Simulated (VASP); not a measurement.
Crystal: MgS (Niningerite).

```
S Mg
1.0
     0.00000    2.63589    2.63589
     2.63589    0.00000    2.63589
     2.63589    2.63589    0.00000
S Mg
1 1
Direct
  0.50000 0.50000 0.50000
  0.00000 0.00000 0.00000
```

Base run:

* Program: VASP 6.6.1
* Functional: PBE
* Potentials or basis: VASP PAW PBE potentials, release 64 (S, Mg)
* Cutoff: 520 eV
* k mesh: 9 × 9 × 9
* Occupations: fermi-dirac, width 0.05 eV
* Spin: no spin polarisation

Its results: band gap on the k mesh 2.82 eV, indirect (least direct gap 3.41 eV); pressure -2.0 GPa.

The run is repeated on the same cell with these changes: functional from PBE to LDA; potentials or basis from VASP PAW PBE potentials, release 64 (S, Mg) to VASP PAW LDA potentials, release 64 (S, Mg). What comes out?

Band gap on the k mesh 2.60 eV, indirect (least direct gap 3.19 eV); pressure -6.3 GPa.

A k mesh can miss the band edges.
